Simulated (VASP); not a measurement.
# Ag (Fm-3m) in VASP: further runs

Ag is run at these levels: LDA; tasks: single point.

Program: VASP 6.6.1. These are calculated values, not measurements. Logs are shortened: lines on timing, memory, paths and dates and some standing lists are left out, and cuts for length are marked.

## Step 1: The cell of the first run

It takes space group Fm-3m (No. 225, cubic). The conventional cell has a = 3.999 Å, b = 3.999 Å, c = 3.999 Å, α = 90.00°, β = 90.00°, γ = 90.00°. Within 3.7 Å of Ag (site symmetry m-3m) lie 12 Ag at 2.83 Å.

## Step 2: Single point, LDA

Contents of INCAR:

```
SYSTEM = Ag
  PREC = Accurate
  ENCUT = 520
  EDIFF = 1E-7
  ISMEAR = 1
  SIGMA = 0.2
  LREAL = .False.
  LASPH = .True.
  NELM = 60
  ALGO = Normal
  ISIF = 2
  LWAVE = .False.
  LCHARG = .True.
  GGA = CA
  LELF = .True.
  LVHAR = .True.
  NBANDS = 12
```

Contents of KPOINTS:

```
regular mesh
0
Gamma
  13 13 13
  0 0 0
```

Contents of POSCAR:

```
Ag
1.0
    0.0000000000      1.9996579419      1.9996579419
    1.9996579419      0.0000000000      1.9996579419
    1.9996579419      1.9996579419      0.0000000000
Ag
1
Direct
    0.0000000000      0.0000000000      0.0000000000
```

Potentials or basis: VASP PAW LDA potentials, release 64 (Ag).

The run is started by

```
> cat potpaw_LDA.64/Ag/POTCAR > POTCAR
> mpirun -np 1 vasp_std > vasp.out
```

OUTCAR:

```text
SYSTEM = Ag
   PREC = Accurate
   ENCUT = 520
   EDIFF = 1E-7
   ISMEAR = 1
   LREAL = .False.
   LASPH = .True.
   NELM = 60
   ISIF = 2
   GGA = CA

 ion  position               nearest neighbor table
   1  0.000  0.000  0.000-

  LATTYP: Found a face centered cubic cell.
 ALAT       =     3.9993158838

  Lattice vectors:

 A1 = (   0.0000000000,   1.9996579419,   1.9996579419)
 A2 = (   1.9996579419,   0.0000000000,   1.9996579419)
 A3 = (   1.9996579419,   1.9996579419,   0.0000000000)

Analysis of symmetry for initial positions (statically):
=====================================================================
 Subroutine PRICEL returns:
 Original cell was already a primitive cell.

 Routine SETGRP: Setting up the symmetry group for a
 face centered cubic supercell.

 Subroutine GETGRP returns: Found 48 space group operations
 (whereof 48 operations were pure point group operations)
 out of a pool of 48 trial point group operations.

The static configuration has the point symmetry O_h .

Analysis of symmetry for dynamics (positions and initial velocities):
=====================================================================
 Subroutine PRICEL returns:
 Original cell was already a primitive cell.

 Routine SETGRP: Setting up the symmetry group for a
 face centered cubic supercell.

 Subroutine GETGRP returns: Found 48 space group operations
 (whereof 48 operations were pure point group operations)
 out of a pool of 48 trial point group operations.

The dynamic configuration has the point symmetry O_h .

 Subroutine INISYM returns: Found 48 space group operations
 (whereof 48 operations are pure point group operations),
 and found     1 'primitive' translations

----------------------------------------------------------------------------------------

                                     Primitive cell

  volume of cell :      15.9918

  direct lattice vectors                    reciprocal lattice vectors
     0.000000000  1.999657942  1.999657942    -0.250042765  0.250042765  0.250042765
     1.999657942  0.000000000  1.999657942     0.250042765 -0.250042765  0.250042765
     1.999657942  1.999657942  0.000000000     0.250042765  0.250042765 -0.250042765

  length of vectors
     2.827943382  2.827943382  2.827943382     0.433086772  0.433086772  0.433086772

  position of ions in fractional coordinates (direct lattice)
     0.000000000  0.000000000  0.000000000

  ion indices of the primitive-cell ions
   primitive index   ion index
                 1           1

[... 83 lines left out ...]
   NUPDOWN=      -1.0000    fix difference up-down
   EMIN   =  10.00;   EMAX   =-10.00  energy-range for DOS
   EFERMI =   0.00;   METHOD = LEGACY
   ISMEAR =     1;   SIGMA  =   0.20  broadening in eV -4-tet -1-fermi 0-gaus
   EFERMI_NEDOS =   21; number of points for ismear=-14 and -15
   IALGO  =     38    algorithm
   IMIX   =      4    mixing-type and parameters
     AMIX     =   0.40;   BMIX     =  1.00
     AMIX_MAG =   1.60;   BMIX_MAG =  1.00
  volume/ion in A,a.u.               =      15.99       107.92
  Fermi-wavevector in a.u.,A,eV,Ry     =   1.445129  2.730898 28.414386  2.088398
  Thomas-Fermi vector in A             =   2.563346
   LORBIT       =      0    0 simple, 1 ext, 2 COOP (PROOUT), +10 PAW based schemes
   GGA     = CA    functional components
   LHFCALC =     F    Hartree Fock is set to
   AEXX    =    0.0000 exact exchange contribution
   IVDW    =     0    specifies the selected vdW correction
   LEPSILON=     F    determine dielectric tensor
   LRPA    =     F    only Hartree local field effects (RPA)
 non-spin polarized calculation
 Methfessel and Paxton  Order N= 1 SIGMA  =   0.20
  energy-cutoff  :      520.00
  volume of cell :       15.99
 maximum number of plane-waves:       444
 NGX is ok and might be reduce to    24
   NGX = 11   NGY = 11   NGZ = 11

 number of electron      11.0000002 magnetization

 Free energy of the ion-electron system (eV)
  ---------------------------------------------------
  ext. energy  EPLUGINS =         0.00000000
  ---------------------------------------------------
  free energy    TOTEN  =        -3.78239660 eV

  energy without entropy =       -3.78276983  energy(sigma->0) =       -3.78252101

 E-fermi :   9.3180     XC(G=0): -12.9652

 val. band max:        9.3044635945   @ k =   0.4615   0.3077   0.0000
 cond. band min:       9.3806065888   @ k =  -0.3846   0.1538   0.0000
 fundamental gap:      0.0761429943
 Fermi energy:         9.3179990168

 k-point     1 :       0.0000    0.0000    0.0000
  band No.  band energies     occupation
      1       0.7694      2.00000
      2       4.0582      2.00000
      3       4.0582      2.00000
      4       4.0582      2.00000
      5       5.2379      2.00000
      6       5.2379      2.00000
      7      25.2216      0.00000
      8      29.1096      0.00000
      9      29.1096      0.00000
     10      29.1096      0.00000
     11      34.2943      0.00000
     12      35.7278      0.00000
[... 331 lines left out ...]
 k-point    24 :       0.4615    0.1538    0.0000
  band No.  band energies     occupation
      1       2.6724      2.00000
      2       3.8301      2.00000
      3       4.4736      2.00000
      4       4.6965      2.00000
      5       6.1634      2.00000
      6       8.7112      2.00015
      7      15.0770      0.00000
      8      23.7915      0.00000
      9      25.0528      0.00000
     10      26.1837      0.00000
     11      34.6989      0.00000
     12      34.8698      0.00000

 [... further k-points ...]

------------------------ aborting loop because EDIFF is reached ----------------------------------------

  FORCE on cell =-STRESS in cart. coord.  units (eV):
  Direction    XX          YY          ZZ          XY          YZ          ZX
  --------------------------------------------------------------------------------------
  -------------------------------------------------------------------------------------
  Total        0.0100694      0.0100694      0.0100694      0.0000000      0.0000000     -0.0000000
  in kB        1.0088254      1.0088254      1.0088254      0.0000000      0.0000000     -0.0000000
  external PRESSURE =       1.0088254 kB  Pullay stress =       0.0000000 kB

 VOLUME and BASIS-vectors are now :
 -----------------------------------------------------------------------------
  energy-cutoff  :      520.00
  volume of cell :       15.99
      direct lattice vectors                 reciprocal lattice vectors
     0.000000000  1.999657942  1.999657942    -0.250042765  0.250042765  0.250042765
     1.999657942  0.000000000  1.999657942     0.250042765 -0.250042765  0.250042765
     1.999657942  1.999657942  0.000000000     0.250042765  0.250042765 -0.250042765

 POSITION                                       TOTAL-FORCE (eV/Angst)
 -----------------------------------------------------------------------------------
      0.00000      0.00000      0.00000         0.000000      0.000000      0.000000
 -----------------------------------------------------------------------------------
    total drift:                               -0.000000      0.000000      0.000000

  FREE ENERGIE OF THE ION-ELECTRON SYSTEM (eV)
  ---------------------------------------------------
  free  energy   TOTEN  =        -3.7823966039 eV

  energy  without entropy=       -3.7827698259  energy(sigma->0) =       -3.78252101
```

stdout:

```text
POSCAR found type information on POSCAR Ag
 POSCAR found :  1 types and       1 ions
 scaLAPACK will be used
 LDA part: xc-table for (Slater(with rela. corr.)+CA(PZ))
 , standard interpolation
 POSCAR, INCAR and KPOINTS ok, starting setup
 FFT: planning ... GRIDC
 FFT: planning ... GRID_SOFT
 FFT: planning ... GRID
 WAVECAR not read
 entering main loop
```

Run time: 19 s. Hardware: 1 thread of Intel Xeon 8259CL, shared host; peak memory 0.14 GiB.

What came out:

| Item | Value |
| --- | --- |
| Free energy | -3.7824 eV |
| Pressure | 0.1 GPa |

Levels at points of the mesh, in eV from the Fermi level:
| k point | band 2 | band 3 | band 4 | band 5 | band 6 | band 7 | band 8 | band 9 | band 10 | band 11 |
| --- | --- | --- | --- | --- | --- | --- | --- | --- | --- | --- |
| (0.00, 0.00, 0.00) | -5.26 | -5.26 | -5.26 | -4.08 | -4.08 | 15.90 | 19.79 | 19.79 | 19.79 | 24.98 |

## Step 3: Single point, LDA

Contents of INCAR:

```
SYSTEM = Ag
ALGO = Normal
EDIFF = 1E-6
ENCUT = 520
ISIF = 2
ISMEAR = 1
LASPH = .TRUE.
LCHARG = .TRUE.
LELF = .TRUE.
LREAL = .FALSE.
LVHAR = .TRUE.
LWAVE = .FALSE.
NBANDS = 12
NELM = 80
PREC = Accurate
SIGMA = 0.6
```

Contents of KPOINTS:

```
k-points
0
G
  13 13 13
  0 0 0
```

POSCAR is that of step 2.

Potentials or basis: VASP PAW LDA potentials, release 64 (Ag).

The run is started by

```
> cat potpaw_LDA.64/Ag/POTCAR > POTCAR
> mpirun -np 1 vasp_std > vasp.out
```

Wall time 20 s (1 thread of Intel Xeon 8259CL, shared host); peak memory 0.14 GiB.

Results (log left out):

```
Free energy : -3.7830 eV
Pressure    : 0.2 GPa
```

Levels at points of the mesh, in eV from the Fermi level:
```csv
k point,band 4,band 5,band 6,band 7,band 8,band 9
"(0.00, 0.00, 0.00)",-5.15,-3.97,-3.97,16.01,19.90,19.90
```

## Step 4: Single point, LDA

Contents of INCAR:

```
  PREC = Accurate
  ENCUT = 520
  EDIFF = 1E-7
  ISMEAR = -1
  SIGMA = 0.1
  LREAL = False
  LASPH = True
  NELM = 100
  ALGO = Normal
  ISIF = 2
  LWAVE = False
  LCHARG = False
  NBANDS = 12
```

Contents of KPOINTS:

```
Automatic mesh
0
Gamma
  14 14 14
```

POSCAR is that of step 3.

The run is started by

```
> cat potpaw_LDA.64/Ag/POTCAR > POTCAR
> mpirun -np 1 vasp_std > vasp.out
```

It took 22 s on 1 thread of Intel Xeon 8259CL, shared host; peak memory 0.14 GiB.

It converged, with:

| Item | Value |
| --- | --- |
| Free energy | -3.7858 eV |
| Pressure | 0.3 GPa |

Levels at points of the mesh, in eV from the Fermi level:
```
           k point  band 3  band 4  band 5  band 6  band 7  band 8  band 9  band 10
(0.00, 0.00, 0.00)   -4.96   -4.96   -3.78   -3.78   16.19   20.08   20.08    20.08
(0.50, 0.00, 0.00)   -4.99   -2.88   -2.88   -0.56    4.00   15.46   18.44    18.44
(0.50, 0.50, 0.00)   -2.92   -2.65   -2.65    1.53    7.29   10.94   10.94    18.09
```

[end of part 1 of 2]
